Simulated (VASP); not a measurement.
Input of a VASP 6.6.1 run:

INCAR

```
SYSTEM = BeAl3
  PREC = Accurate
  ENCUT = 520
  EDIFF = 1E-7
  ISMEAR = -1
  SIGMA = 0.05
  LREAL = .FALSE.
  LASPH = .TRUE.
  NELM = 100
  ALGO = Normal
  ISIF = 2
  LWAVE = .FALSE.
  LCHARG = .TRUE.
  GGA = PE
  LELF = .TRUE.
  LVHAR = .TRUE.
  NBANDS = 14
```

KPOINTS

```
regular mesh
0
G
  8 8 8
  0 0 0
```

The input POSCAR:

```
BeAl3
1.0
   -1.9421910000      1.9421910000      3.9289308600
    1.9421910000     -1.9421910000      3.9289308600
    1.9421910000      1.9421910000     -3.9289308600
Al Be
3 1
Direct
    0.5000000000      0.5000000000      0.0000000000
    0.2500000000      0.7500000000      0.5000000000
    0.7500000000      0.2500000000      0.5000000000
    0.0000000000      0.0000000000      0.0000000000
```

Potentials or basis: VASP PAW PBE potentials, release 64 (Al, Be).

Launch:

```bash
$ cat potpaw_PBE.64/Al/POTCAR potpaw_PBE.64/Be/POTCAR > POTCAR
$ mpirun -np 1 vasp_std > vasp.out
```

Question: What does it give for the band gap on the k mesh?

Answer: Zero (an odd number of electrons rules out a gap without spin polarisation).

Question: Estimate the pressure.

Answer: -1.0 GPa.

Stress tensor (GPa, compression positive):
```
-0.06  0.00  0.00
 0.00 -0.06  0.00
 0.00  0.00 -2.85
```
